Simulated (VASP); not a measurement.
Set up this calculation in VASP 6.6.1, as the native input.

```
Task                   : single point
Functional             : PBE
Potentials or basis    : VASP PAW PBE potentials, release 64 (Ga_d, N)
Cutoff                 : 520 eV
k mesh                 : 10 × 10 × 10
Occupations            : fermi-dirac, width 0.02 eV
Spin                   : no spin polarisation
Dipole correction      : no
Further INCAR settings : ALGO = Normal; EDIFF = 1e-06; NBANDS = 16
```

The structure of GaN lies in POSCAR:

```
GaN
1.0
    0.0000000000      2.1365049145      2.3620626532
    2.1365049145      0.0000000000      2.3620626532
    2.1365049145      2.1365049145      0.0000000000
Ga N
1 1
Direct
    0.0000000000      0.0000000000      0.0000000000
    0.2500000000      0.2500000000      0.2500000000
```

This cell differs from its parent crystal: epitaxial xy strain -5.0%.

These files were run (other wordings do the same):

INCAR

```
SYSTEM = GaN
ALGO = Normal ; EDIFF = 1E-6
ENCUT = 520 ; GGA = PE
ISIF = 2 ; ISMEAR = -1
LASPH = .True. ; LCHARG = .True.
LELF = .True. ; LREAL = .False.
LVHAR = .True. ; LWAVE = .False.
NBANDS = 16 ; NELM = 80
PREC = Accurate ; SIGMA = 0.02
```

KPOINTS

```
k-points
0
Gamma
  10 10 10
  0 0 0
```

Potentials or basis: VASP PAW PBE potentials, release 64 (Ga_d, N).

Command:

```bash
$ cat potpaw_PBE.64/Ga_d/POTCAR potpaw_PBE.64/N/POTCAR > POTCAR
$ mpirun -np 1 vasp_std > vasp.out
```

It gave:

| Quantity | Value |
| --- | --- |
| Pressure | 17.3 GPa |
| Band gap on the k mesh | 1.88 eV, direct |

Caveat: the cell differs from its parent crystal (epitaxial xy strain -5.0%).

Run time: 55 s on 1 thread of AMD EPYC 7R13 (shared host), peak memory 0.13 GiB.
